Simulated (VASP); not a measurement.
ScAl3: single point with PBE

Crystal: ScAl3.

```
CELL_PARAMETERS angstrom
0.00000 -4.10533 0.00000
0.00000 0.00000 -4.10533
12.81599 0.00000 0.00000
ATOMIC_POSITIONS crystal
Sc 0.00000 0.00000 0.88089
Sc 0.00000 0.00000 0.24023
Sc 0.00000 0.00000 0.56056
Al 0.00000 0.50000 0.08007
Al 0.00000 0.50000 0.40039
Al 0.00000 0.50000 0.72072
Al 0.50000 0.50000 0.88089
Al 0.50000 0.50000 0.24023
Al 0.50000 0.50000 0.56056
Al 0.50000 0.00000 0.08007
Al 0.50000 0.00000 0.40039
Al 0.50000 0.00000 0.72072
```

This cell differs from its parent crystal: the distance across one plane changed.

| Item | Value |
| --- | --- |
| Program | VASP 6.6.1 |
| Task | single point |
| Functional | PBE |
| Potentials or basis | VASP PAW PBE potentials, release 64 (Sc_sv, Al) |
| Cutoff | 520 eV |
| k mesh | 11 × 11 × 4 |
| Occupations | gaussian, width 0.15 eV |
| Spin | no spin polarisation |

* Pressure: -1.9 GPa
* Largest force: 1.205 eV/Å
* Band gap on the k mesh: zero (bands 30 and 31 overlap by 2.02 eV)

Forces on the atoms (eV/Å):
```
Sc   1.205  0.000  0.000
Sc  -0.030  0.000  0.000
Sc  -0.025  0.000  0.000
Al  -0.833  0.000  0.000
Al  -0.001  0.000  0.000
Al   0.087  0.000  0.000
Al   0.505  0.000  0.000
Al  -0.181  0.000  0.000
Al   0.020  0.000  0.000
Al  -0.833  0.000  0.000
Al  -0.001  0.000  0.000
Al   0.087  0.000  0.000
```

Stress tensor (GPa, compression positive):
```
-4.64  0.00  0.00
 0.00 -0.51  0.00
 0.00  0.00 -0.51
```

Levels at points of the mesh, in eV from the Fermi level:
| k point | band 27 | band 28 | band 29 | band 30 | band 31 | band 32 |
| --- | --- | --- | --- | --- | --- | --- |
| (0.00, 0.00, 0.00) | -1.33 | -1.33 | 0.06 | 0.37 | 1.01 | 1.01 |
| (0.00, 0.00, 0.50) | -1.25 | -1.14 | -0.74 | 0.81 | 1.03 | 1.03 |

Run time: 8.8 min on 1 thread of AMD EPYC 9R45 96-Core Processor (Zen 5), on a shared host, peak memory 0.55 GiB.

Caveat: the cell differs from its parent crystal (the distance across one plane changed); forces of over 1 eV/Å act on the atoms, so gaps and moduli don't describe the material at rest.
